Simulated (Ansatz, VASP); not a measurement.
# Two plane-wave programs on Ir

```
Ir
1.0
     0.00000    1.91560    1.91560
     1.91560    0.00000    1.91560
     1.91560    1.91560    0.00000
Ir
1
Cartesian
  0.0000 0.0000 0.0000
```

Alike in both runs: task single point; functional r2SCAN; k mesh 8 × 8 × 8; occupations gaussian, width 0.1 eV; no spin polarisation.

|  | VASP | Ansatz |
| --- | --- | --- |
| version | VASP 6.6.1 | Ansatz 0.2.0 |
| potentials or method | VASP PAW PBE potentials, release 64 (Ir_sv_GW), cutoff 620 eV | scalar-relativistic, plane waves, PAW |
| valence electrons in the cell | 17 | 17 |

```csv
,VASP,Ansatz,Ansatz less VASP
gap on the k mesh at the Fermi level (eV),none,none,-
pressure (GPa),4.4,5.4,+1.02
```

VASP's potentials were made for PBE, not for r2SCAN. A gap of «none» marks a metal or a gap that the smearing closes. The functional is the same, so the differences come from potentials, cutoffs and numerics.

Neither program's run includes spin-orbit coupling.
